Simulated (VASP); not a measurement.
# Na4Os (P-43m) in VASP: a series of runs, part 2 of 4

VASP 6.6.1. The steps go on from the part before.

## (3) Single point, PBE

This run uses another cell than the first one, of 34.14 Å³/atom, 1.616 times its volume.

The input, INCAR:

```
ALGO = Normal
EDIFF = 1E-6
ENCUT = 600
GGA = PE
GGA_COMPAT = False
ISIF = 2
ISMEAR = 0
LASPH = True
LCHARG = False
LREAL = False
LWAVE = False
NBANDS = 26
NELM = 120
PREC = Accurate
SIGMA = 0.1
```

The input, KPOINTS:

```
k-points
0
Gamma
  4 4 4
```

The input, POSCAR:

```
Na4Os
1.0
    5.5471828024      0.0000000000      0.0000000000
    0.0000000000      5.5471828024      0.0000000000
    0.0000000000      0.0000000000      5.5471828024
Na Os
4 1
Direct
    0.2852943078      0.2852943078      0.2852943078
    0.7147056922      0.7147056922      0.2852943078
    0.2852943078      0.7147056922      0.7147056922
    0.7147056922      0.2852943078      0.7147056922
    0.0000000000      0.0000000000      0.0000000000
```

Potentials or basis: VASP PAW PBE potentials, release 64 (Na_pv, Os).

Run with:

```bash
$ cat potpaw_PBE.64/Na_pv/POTCAR potpaw_PBE.64/Os/POTCAR > POTCAR
$ mpirun -np 1 vasp_std > vasp.out
```

OUTCAR:

```text
EDIFF = 1E-6
   ENCUT = 600
   GGA = PE
   ISIF = 2
   ISMEAR = 0
   LASPH = True
   LREAL = False
   NELM = 120
   PREC = Accurate

 ion  position               nearest neighbor table
   1  0.285  0.285  0.285-   5 2.74
   2  0.715  0.715  0.285-   5 2.74
   3  0.285  0.715  0.715-   5 2.74
   4  0.715  0.285  0.715-   5 2.74
   5  0.000  0.000  0.000-   1 2.74   2 2.74   3 2.74   4 2.74

  LATTYP: Found a simple cubic cell.
 ALAT       =     5.5471828024

  Lattice vectors:

 A1 = (   5.5471828024,   0.0000000000,   0.0000000000)
 A2 = (   0.0000000000,   5.5471828024,   0.0000000000)
 A3 = (   0.0000000000,   0.0000000000,   5.5471828024)

Analysis of symmetry for initial positions (statically):
=====================================================================
 Subroutine PRICEL returns:
 Original cell was already a primitive cell.

 Routine SETGRP: Setting up the symmetry group for a
 simple cubic supercell.

 Subroutine GETGRP returns: Found 24 space group operations
 (whereof 24 operations were pure point group operations)
 out of a pool of 48 trial point group operations.

The static configuration has the point symmetry T_d .

Analysis of symmetry for dynamics (positions and initial velocities):
=====================================================================
 Subroutine PRICEL returns:
 Original cell was already a primitive cell.

 Routine SETGRP: Setting up the symmetry group for a
 simple cubic supercell.

 Subroutine GETGRP returns: Found 24 space group operations
 (whereof 24 operations were pure point group operations)
 out of a pool of 48 trial point group operations.

The dynamic configuration has the point symmetry T_d .

 Subroutine INISYM returns: Found 24 space group operations
 (whereof 24 operations are pure point group operations),
 and found     1 'primitive' translations

----------------------------------------------------------------------------------------

                                     Primitive cell

  volume of cell :     170.6937

  direct lattice vectors                    reciprocal lattice vectors
     5.547182802  0.000000000  0.000000000     0.180271687  0.000000000  0.000000000
     0.000000000  5.547182802  0.000000000     0.000000000  0.180271687  0.000000000
     0.000000000  0.000000000  5.547182802     0.000000000  0.000000000  0.180271687

  length of vectors
     5.547182802  5.547182802  5.547182802     0.180271687  0.180271687  0.180271687

  position of ions in fractional coordinates (direct lattice)
     0.285294308  0.285294308  0.285294308
     0.714705692  0.714705692  0.285294308
     0.285294308  0.714705692  0.714705692
     0.714705692  0.285294308  0.714705692
     0.000000000  0.000000000  0.000000000

  ion indices of the primitive-cell ions
   primitive index   ion index
                 1           1
                 2           2
                 3           3
                 4           4
                 5           5

----------------------------------------------------------------------------------------

 KPOINTS: k-points

Automatic generation of k-mesh.
 Grid dimensions read from file:
 generate k-points for:    4    4    4

 Generating k-lattice:

  Cartesian coordinates                     Fractional coordinates (reciprocal lattice)
     0.045067922  0.000000000  0.000000000     0.250000000  0.000000000  0.000000000
     0.000000000  0.045067922  0.000000000     0.000000000  0.250000000  0.000000000
     0.000000000  0.000000000  0.045067922     0.000000000  0.000000000  0.250000000

  Length of vectors
     0.045067922  0.045067922  0.045067922

  Shift w.r.t. Gamma in fractional coordinates (k-lattice)
     0.000000000  0.000000000  0.000000000

 Subroutine IBZKPT returns following result:
 ===========================================

 Found     10 irreducible k-points:

 Following reciprocal coordinates:
            Coordinates               Weight
  0.000000  0.000000  0.000000      1.000000
  0.250000  0.000000  0.000000      6.000000
  0.500000  0.000000  0.000000      3.000000
  0.250000  0.250000  0.000000     12.000000
  0.500000  0.250000  0.000000     12.000000
  0.500000  0.500000  0.000000      3.000000
  0.250000  0.250000  0.250000      8.000000
  0.500000  0.250000  0.250000     12.000000
  0.500000  0.500000  0.250000      6.000000
  0.500000  0.500000  0.500000      1.000000
   k-points           NKPTS =     10   k-points in BZ     NKDIM =     10   number of bands    NBANDS=     26
   number of dos      NEDOS =    301   number of ions     NIONS =      5
   total plane-waves  NPLWV = 110592
   dimension x,y,z NGX =    48 NGY =   48 NGZ =   48
   dimension x,y,z NGXF=    96 NGYF=   96 NGZF=   96
   ions per type =               4   1
   NGX,Y,Z   is equivalent  to a cutoff of  14.39, 14.39, 14.39 a.u.
   NGXF,Y,Z  is equivalent  to a cutoff of  28.77, 28.77, 28.77 a.u.
 SYSTEM =  unknown system
   PREC   = accura    normal or accurate (medium, high low for compatibility)
   ISTART =      0    job   : 0-new  1-cont  2-samecut
   ICHARG =      2    charge: 1-file 2-atom 10-const
   ISPIN  =      1    spin polarized calculation?
   LNONCOLLINEAR =      F non collinear calculations
   LSORBIT =      F    spin-orbit coupling
   LASPH  =      T    aspherical Exc in radial PAW
   ENCUT  =  600.0 eV  44.10 Ry    6.64 a.u.  11.08 11.08 11.08*2*pi/ulx,y,z
   NELM   =    120;   NELMIN=  2; NELMDL= -5     # of ELM steps
   EDIFF  = 0.1E-05   stopping-criterion for ELM
   LREAL  =      F    real-space projection
   EDIFFG = 0.1E-04   stopping-criterion for IOM
   NSW    =      0    number of steps for IOM
   IBRION =     -1    ionic relax: 0-MD 1-quasi-New 2-CG
   NFREE  =      0    steps in history (QN), initial steepest desc. (CG)
   ISIF   =      2    stress and relaxation
   ISYM   =      2    0-nonsym 1-usesym 2-fastsym
   POTIM  = 0.5000    time-step for ionic-motion
   TEBEG  =    0.0;   TEEND  =   0.0 temperature during run
   PSTRESS=    0.0 pullay stress
   NELECT =      36.0000    total number of electrons
   NUPDOWN=      -1.0000    fix difference up-down
   EMIN   =  10.00;   EMAX   =-10.00  energy-range for DOS
   EFERMI =   0.00;   METHOD = LEGACY
   ISMEAR =     0;   SIGMA  =   0.10  broadening in eV -4-tet -1-fermi 0-gaus
   EFERMI_NEDOS =   21; number of points for ismear=-14 and -15
   IALGO  =     38    algorithm
   IMIX   =      4    mixing-type and parameters
     AMIX     =   0.40;   BMIX     =  1.00
     AMIX_MAG =   1.60;   BMIX_MAG =  1.00
  volume/ion in A,a.u.               =      34.14       230.38
  Fermi-wavevector in a.u.,A,eV,Ry     =   0.974473  1.841487 12.920063  0.949598
  Thomas-Fermi vector in A             =   2.104936
   LORBIT       =      0    0 simple, 1 ext, 2 COOP (PROOUT), +10 PAW based schemes
   GGA     = PE    functional components
   LHFCALC =     F    Hartree Fock is set to
   AEXX    =    0.0000 exact exchange contribution
   IVDW    =     0    specifies the selected vdW correction
   LEPSILON=     F    determine dielectric tensor
   LRPA    =     F    only Hartree local field effects (RPA)
 non-spin polarized calculation
 Gauss-broadening in eV      SIGMA  =   0.10
  energy-cutoff  :      600.00
  volume of cell :      170.69
 maximum number of plane-waves:      5716
 NGX is ok and might be reduce to    48
   NGX = 23   NGY = 23   NGZ = 23

 number of electron      35.9999993 magnetization

 Free energy of the ion-electron system (eV)
  ---------------------------------------------------
  ext. energy  EPLUGINS =         0.00000000
  ---------------------------------------------------
  free energy    TOTEN  =        -9.89182394 eV

  energy without entropy =       -9.81615395  energy(sigma->0) =       -9.85398895

 E-fermi :   0.0967     XC(G=0):  -7.0541

 val. band max:        0.0789769891   @ k =   0.5000   0.2500   0.0000
 cond. band min:       0.1004368698   @ k =   0.5000   0.2500   0.2500
 fundamental gap:      0.0214598807
 Fermi energy:         0.0966794859

 k-point     1 :       0.0000    0.0000    0.0000
  band No.  band energies     occupation
      1     -24.2446      2.00000
      2     -24.2183      2.00000
      3     -24.2183      2.00000
      4     -24.2134      2.00000
      5     -24.2134      2.00000
      6     -24.2134      2.00000
[... 279 lines left out ...]
     25       2.0367      0.00000
     26       9.3651      0.00000

------------------------ aborting loop because EDIFF is reached ----------------------------------------

  FORCE on cell =-STRESS in cart. coord.  units (eV):
  Direction    XX          YY          ZZ          XY          YZ          ZX
  --------------------------------------------------------------------------------------
  -------------------------------------------------------------------------------------
  Total        0.0009522      0.0009522      0.0009522      0.0000000      0.0000000     -0.0000000
  in kB        0.0089374      0.0089374      0.0089374      0.0000000      0.0000000     -0.0000000
  external PRESSURE =       0.0089374 kB  Pullay stress =       0.0000000 kB

 VOLUME and BASIS-vectors are now :
 -----------------------------------------------------------------------------
  energy-cutoff  :      600.00
  volume of cell :      170.69
      direct lattice vectors                 reciprocal lattice vectors
     5.547182802  0.000000000  0.000000000     0.180271687  0.000000000  0.000000000
     0.000000000  5.547182802  0.000000000     0.000000000  0.180271687  0.000000000
     0.000000000  0.000000000  5.547182802     0.000000000  0.000000000  0.180271687

 POSITION                                       TOTAL-FORCE (eV/Angst)
 -----------------------------------------------------------------------------------
      1.58258      1.58258      1.58258         0.027580      0.027580      0.027580
      3.96460      3.96460      1.58258        -0.027580     -0.027580      0.027580
      1.58258      3.96460      3.96460         0.027580     -0.027580     -0.027580
      3.96460      1.58258      3.96460        -0.027580      0.027580     -0.027580
      0.00000      0.00000      0.00000         0.000000     -0.000000     -0.000000
 -----------------------------------------------------------------------------------
    total drift:                               -0.000000     -0.000000      0.000000

  FREE ENERGIE OF THE ION-ELECTRON SYSTEM (eV)
  ---------------------------------------------------
  free  energy   TOTEN  =        -9.8918239417 eV

  energy  without entropy=       -9.8161539513  energy(sigma->0) =       -9.85398895
```

OSZICAR:

```text
N       E                     dE             d eps       ncg     rms          rms(c)
DAV:   1     0.314452630320E+03    0.31445E+03   -0.19353E+04   536   0.149E+03
DAV:   2     0.178958921790E+02   -0.29656E+03   -0.28881E+03   544   0.399E+02
DAV:   3    -0.972099324577E+01   -0.27617E+02   -0.25276E+02   626   0.126E+02
DAV:   4    -0.111264402593E+02   -0.14054E+01   -0.13530E+01   558   0.242E+01
DAV:   5    -0.111634463567E+02   -0.37006E-01   -0.36965E-01   618   0.411E+00    0.559E+00
DAV:   6    -0.143632438595E+02   -0.31998E+01   -0.51283E+01   708   0.127E+01    0.147E+01
DAV:   7    -0.992751448667E+01    0.44357E+01   -0.16907E+01   676   0.887E+00    0.179E+00
DAV:   8    -0.990852931373E+01    0.18985E-01   -0.10764E+00   544   0.375E+00    0.103E+00
DAV:   9    -0.989154868151E+01    0.16981E-01   -0.70045E-02   576   0.111E+00    0.224E-01
DAV:  10    -0.989228266817E+01   -0.73399E-03   -0.42612E-03   586   0.373E-01    0.146E-01
DAV:  11    -0.989182751843E+01    0.45515E-03   -0.11612E-03   556   0.190E-01    0.241E-02
DAV:  12    -0.989182974342E+01   -0.22250E-05   -0.97365E-05   766   0.552E-02    0.182E-02
DAV:  13    -0.989182427954E+01    0.54639E-05   -0.85389E-06   578   0.161E-02    0.250E-03
DAV:  14    -0.989182394168E+01    0.33786E-06   -0.12648E-06   440   0.712E-03
   1 F= -.98918239E+01 E0= -.98539889E+01  d E =-.756700E-01
```

stdout:

```text
POSCAR found type information on POSCAR NaOs
 POSCAR found :  2 types and       5 ions
 scaLAPACK will be used
 LDA part: xc-table for (Slater+PW92), standard interpolation
 POSCAR, INCAR and KPOINTS ok, starting setup
 FFT: planning ... GRIDC
 FFT: planning ... GRID_SOFT
 FFT: planning ... GRID
 WAVECAR not read
 entering main loop
```

Wall time 63 s (1 thread of Intel Xeon Platinum 8259CL at 2.50GHz (Skylake/Cascade Lake), shared host); peak memory 0.33 GiB.

What came out:

```
Free energy            : -9.8918 eV
Pressure               : 0.0 GPa
Largest force          : 0.048 eV/Å
Band gap on the k mesh : zero (band 18 reaches 0.18 eV, above the bottom of band 19 at -0.01 eV)
```

Forces in eV/Å, atoms in the order of the input:
```
Na   0.028  0.028  0.028
Na  -0.028 -0.028  0.028
Na   0.028 -0.028 -0.028
Na  -0.028  0.028 -0.028
Os   0.000  0.000  0.000
```

Caveat: spin-orbit coupling is left out, which moves the levels of the heavy elements.

(Part 2 of 4 ends here.)
